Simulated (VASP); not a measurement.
# Li7Cl8 (a cell with a defect) in VASP: notebook, part 2 of 2

VASP 6.6.1. The steps go on from the part before.

### Step 3. Single point, PBEsol

File INCAR:

```
SYSTEM = Li7Cl8
PREC     = Accurate       ! precision mode
ENCUT    = 520            ! plane-wave cutoff, eV
EDIFF    = 1E-6           ! SCF threshold, eV
ISMEAR   = 0              ! smearing method
SIGMA    = 0.05           ! smearing width, eV
LREAL    = Auto         
LASPH    = .True.         ! aspherical terms in the spheres
NELM     = 60             ! most SCF steps
ALGO     = Normal         ! electronic algorithm
ISIF     = 2              ! what is computed and relaxed
LWAVE    = .False.        ! write WAVECAR
LCHARG   = .True.         ! write CHGCAR
GGA      = PS             ! functional
LELF     = .True.         ! ELF
LVHAR    = .True.       
NELECT   = 78.0         
NBANDS   = 52             ! bands
```

File KPOINTS:

```
regular mesh
0
Gamma
  4 4 4
  0 0 0
```

File POSCAR:

```
Li7Cl8
1.0
    0.0000000000      5.0628218036     -5.0628218036
    5.0628218036      5.0628218036      0.0000000000
    5.0628218036      0.0000000000     -5.0628218036
Li Cl
7 8
Direct
    0.5000000194      0.0000000000      0.0000000000
    1.0000000388      0.5000000194      0.0000000000
    1.0000000388      0.0000000000      0.0000000000
    0.5000000194      0.5000000194      0.5000000194
    0.5000000194      0.0000000000      0.5000000194
    1.0000000388      0.5000000194      0.5000000194
    1.0000000388      0.0000000000      0.5000000194
    0.2450309428      0.7549690959      0.2549690765
    0.2450308441      0.2450308441      0.2549691753
    0.7500000291      0.7500000291      0.2500000097
    0.7549690959      0.2450309428      0.2549690765
    0.2450308441      0.7549691947      0.7450308635
    0.2500000097      0.2500000097      0.7500000291
    0.7549690959      0.7549690959      0.7450309622
    0.7549691947      0.2450308441      0.7450308635
```

Potentials or basis: VASP PAW PBE potentials, release 64 (Li_sv, Cl).

Started as:

```bash
> cat potpaw_PBE.64/Li_sv/POTCAR potpaw_PBE.64/Cl/POTCAR > POTCAR
> mpirun -np 1 vasp_std > vasp.out
```

OUTCAR:

```text
SYSTEM = Li7Cl8
   PREC = Accurate
   ENCUT = 520
   EDIFF = 1E-6
   ISMEAR = 0
   LREAL = Auto
   LASPH = .True.
   NELM = 60
   ISIF = 2
   GGA = PS
   NELECT = 78.0

 ion  position               nearest neighbor table
   1  0.500  0.000  0.000-  13 2.53  10 2.53  14 2.53   8 2.53  15 2.53   9 2.53
   2  0.000  0.500  0.000-  13 2.53  10 2.53  14 2.53  12 2.53   9 2.53  11 2.53
   3  0.000  0.000  0.000-  10 2.53  13 2.53  12 2.53   8 2.53  15 2.53  11 2.53
   4  0.500  0.500  0.500-  13 2.53  10 2.53  11 2.53   8 2.53  12 2.53  15 2.53
   5  0.500  0.000  0.500-  10 2.53  13 2.53  12 2.53  11 2.53  14 2.53   9 2.53
   6  0.000  0.500  0.500-  13 2.53  10 2.53   8 2.53  14 2.53  15 2.53   9 2.53
   7  0.000  0.000  0.500-   9 2.48  12 2.48  15 2.48  14 2.48   8 2.48  11 2.48
   8  0.245  0.755  0.255-   7 2.48   6 2.53   3 2.53   1 2.53   4 2.53
   9  0.245  0.245  0.255-   7 2.48   2 2.53   5 2.53   1 2.53   6 2.53
  10  0.750  0.750  0.250-   5 2.53   3 2.53   6 2.53   2 2.53   4 2.53   1 2.53
  11  0.755  0.245  0.255-   7 2.48   3 2.53   5 2.53   2 2.53   4 2.53
[... 642 lines left out ...]
  FORCE on cell =-STRESS in cart. coord.  units (eV):
  Direction    XX          YY          ZZ          XY          YZ          ZX
  --------------------------------------------------------------------------------------
  -------------------------------------------------------------------------------------
  Total        6.9478370      6.9478370      6.9478370     -0.0000000     -0.0000000     -0.0000000
  in kB       42.8896283     42.8896283     42.8896283     -0.0000000     -0.0000000     -0.0000000
  external PRESSURE =      42.8896283 kB  Pullay stress =       0.0000000 kB

 VOLUME and BASIS-vectors are now :
 -----------------------------------------------------------------------------
  energy-cutoff  :      520.00
  volume of cell :      259.54
      direct lattice vectors                 reciprocal lattice vectors
     0.000000000  5.062821804 -5.062821804    -0.098759154  0.098759154 -0.098759154
     5.062821804  5.062821804  0.000000000     0.098759154  0.098759154  0.098759154
     5.062821804  0.000000000 -5.062821804     0.098759154 -0.098759154 -0.098759154

 POSITION                                       TOTAL-FORCE (eV/Angst)
 -----------------------------------------------------------------------------------
      0.00000      2.53141     -2.53141         0.000000      0.000000      0.000000
      2.53141      2.53141     -0.00000         0.000000      0.000000      0.000000
      0.00000      0.00000     -0.00000         0.000000      0.000000      0.000000
      5.06282      5.06282     -5.06282         0.000000      0.000000      0.000000
      2.53141      2.53141     -5.06282         0.000000      0.000000      0.000000
      5.06282      2.53141     -2.53141         0.000000      0.000000      0.000000
      2.53141      0.00000     -2.53141         0.000000      0.000000      0.000000
      5.11314      5.06282     -2.53141        -0.022015      0.000000      0.000000
      2.53141      2.48110     -2.53141         0.000000      0.022015      0.000000
      5.06282      7.59423     -5.06282         0.000000      0.000000      0.000000
      2.53141      5.06282     -5.11314         0.000000      0.000000      0.022015
      7.59423      5.06282     -5.01251         0.000000      0.000000     -0.022015
      5.06282      2.53141     -5.06282         0.000000      0.000000      0.000000
      7.59423      7.64455     -7.59423         0.000000     -0.022015      0.000000
      5.01251      5.06282     -7.59423         0.022015      0.000000      0.000000
 -----------------------------------------------------------------------------------
    total drift:                               -0.000531      0.000399     -0.000475

  FREE ENERGIE OF THE ION-ELECTRON SYSTEM (eV)
  ---------------------------------------------------
  free  energy   TOTEN  =       -53.7305327351 eV

  energy  without entropy=      -53.7305327351  energy(sigma->0) =      -53.73053274
```

It took 5.6 min on 1 thread of Oxide Virtual Turin-like, shared host; peak memory 0.34 GiB.

What came out:

```
Free energy   : -53.7305 eV
Largest force : 0.022 eV/Å
```

Forces on the atoms (eV/Å):
```
Li   0.000  0.000  0.000
Li   0.000  0.000  0.000
Li   0.000  0.000  0.000
Li   0.000  0.000  0.000
Li   0.000  0.000  0.000
Li   0.000  0.000  0.000
Li   0.000  0.000  0.000
Cl  -0.022  0.000  0.000
Cl   0.000  0.022  0.000
Cl   0.000  0.000  0.000
Cl   0.000  0.000  0.022
Cl   0.000  0.000 -0.022
Cl   0.000  0.000  0.000
Cl   0.000 -0.022  0.000
Cl   0.022  0.000  0.000
```

Levels at points of the mesh, in eV from the Fermi level:
```tsv
k point	band 36	band 37	band 38	band 39	band 40	band 41	band 42	band 43
(0.00, 0.00, 0.00)	-0.28	-0.28	-0.28	-0.28	5.93	5.99	6.38	6.38
(0.50, 0.00, 0.00)	-0.41	-0.41	-0.37	-0.37	6.73	6.76	7.56	7.56
(0.50, 0.50, 0.00)	-0.68	-0.68	-0.62	-0.31	7.46	7.51	8.07	8.07
```

Caveat: the cell carries a net charge on a neutralising background, which shifts energy and pressure; the cell is charged against a uniform background, so pressure and absolute levels hang on convention; the cutoff is under 1.25 times the usual one of these potentials, so pressure, stress and relaxed cells hold a basis-set (Pulay) error; the PAW data sets were made with another functional, which shifts forces and pressure a little.

### Step 4. Single point, PBEsol

File INCAR:

```
SYSTEM = Li7Cl8
ALGO = Normal
EDIFF = 1E-7
ENCUT = 520
GGA = PS
ISIF = 2
ISMEAR = 0
LASPH = .True.
LCHARG = .False.
LREAL = Auto
LWAVE = .False.
NBANDS = 52
NELECT = 78.0
NELM = 100
PREC = Accurate
SIGMA = 0.05
```

File KPOINTS:

```
k-points
0
Gamma
  4 4 4
  0 0 0
```

File POSCAR:

```
Li7Cl8
1.0
    0.0000000000      5.0628218036     -5.0628218036
    5.0628218036      5.0628218036      0.0000000000
    5.0628218036      0.0000000000     -5.0628218036
Li Cl
7 8
Direct
    0.5000000194     -0.5000000194      0.0000000000
    1.0000000388      0.5000000194      0.0000000000
    1.0000000388      0.0000000000      0.0000000000
    0.5000000194      0.5000000194      0.5000000194
    0.5000000194      0.0000000000      0.5000000194
    1.0000000388      0.5000000194      0.5000000194
    1.0000000388      0.0000000000      0.5000000194
    0.2450307453      0.7450307647      0.2549692741
    0.2450307453      0.2549692741      0.2549692741
    0.7549692935      0.7450307647      0.2549692741
    0.7500000291      0.2500000097      0.2500000097
    0.2500000097      0.7500000291      0.7500000291
    0.2450307453      0.2549692741      0.7450307647
    0.7549692935      0.7450307647      0.7450307647
    0.7549692935      0.2549692741      0.7450307647
```

Started as:

```bash
> cat potpaw_PBE.64/Li_sv/POTCAR potpaw_PBE.64/Cl/POTCAR > POTCAR
> mpirun -np 1 vasp_std > vasp.out
```

It took 6.8 min on 1 thread of Oxide Virtual Turin-like, shared host; peak memory 0.35 GiB.

Results (log left out):

| Quantity | Value |
| --- | --- |
| Free energy | -53.7305 eV |
| Largest force | 0.022 eV/Å |

Forces in eV/Å, atoms in the order of the input:
```
Li   0.000  0.000  0.000
Li   0.000  0.000  0.000
Li   0.000  0.000  0.000
Li   0.000  0.000  0.000
Li   0.000  0.000  0.000
Li   0.000  0.000  0.000
Li   0.000  0.000  0.000
Cl   0.000  0.022  0.000
Cl  -0.022  0.000  0.000
Cl   0.000  0.000  0.022
Cl   0.000  0.000  0.000
Cl   0.000  0.000  0.000
Cl   0.000  0.000 -0.022
Cl   0.022  0.000  0.000
Cl   0.000 -0.022  0.000
```

Levels at points of the mesh, in eV from the Fermi level:
| k point | band 35 | band 36 | band 37 | band 38 | band 39 | band 40 | band 41 | band 42 | band 43 | band 44 |
| --- | --- | --- | --- | --- | --- | --- | --- | --- | --- | --- |
| (0.00, 0.00, 0.00) | -0.27 | -0.27 | -0.27 | -0.26 | -0.26 | 5.94 | 6.00 | 6.39 | 6.39 | 6.39 |
| (0.50, 0.00, 0.00) | -1.03 | -0.40 | -0.40 | -0.36 | -0.36 | 6.74 | 6.77 | 7.57 | 7.57 | 7.64 |
| (0.50, 0.50, 0.00) | -0.88 | -0.67 | -0.67 | -0.61 | -0.30 | 7.47 | 7.52 | 8.08 | 8.08 | 8.09 |

Caveat: the cell carries a net charge on a neutralising background, which shifts energy and pressure; the cell is charged against a uniform background, so pressure and absolute levels hang on convention; the cutoff is under 1.25 times the usual one of these potentials, so pressure, stress and relaxed cells hold a basis-set (Pulay) error; the PAW data sets were made with another functional, which shifts forces and pressure a little.
